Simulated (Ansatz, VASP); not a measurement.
## AlCo: VASP beside Ansatz

```xyz
2
Lattice="2.8617 0.0000 0.0000 0.0000 2.8617 0.0000 0.0000 0.0000 2.8194" Properties=species:S:1:pos:R:3 pbc="T T T"
Al    0.0000    0.0000    0.0000
Co    1.4308    1.4308    1.4097
```

Change from the starting cell: strain +0.015 along x and y, +0.000 along z, atoms carried along.

Alike in both runs: task single point; functional PBEsol; k mesh 16 × 16 × 16; occupations gaussian, width 0.15 eV; no spin polarisation.

|  | VASP | Ansatz |
| --- | --- | --- |
| version | VASP 6.6.1 | Ansatz 0.2.0 |
| potentials or method | VASP PAW PBE potentials, release 64 (Al, Co), cutoff 520 eV | scalar-relativistic, plane waves, PAW |
| valence electrons in the cell | 12 | 20 |

|  | VASP | Ansatz | Ansatz less VASP |
| --- | --- | --- | --- |
| gap on the k mesh at the Fermi level (eV) | none | none | - |
| pressure (GPa) | -4.6 | -4.7 | -0.11 |
| traceless stress, the component that is largest in VASP (GPa) | 1.69 | 1.70 | +0.006 |

VASP's potentials were made for PBE, not for PBEsol. A gap of «none» marks a metal or a gap that the smearing closes. VASP's potentials hold 12 valence electrons a cell and Ansatz's 20, so a difference there can come from the potentials and not from the codes.
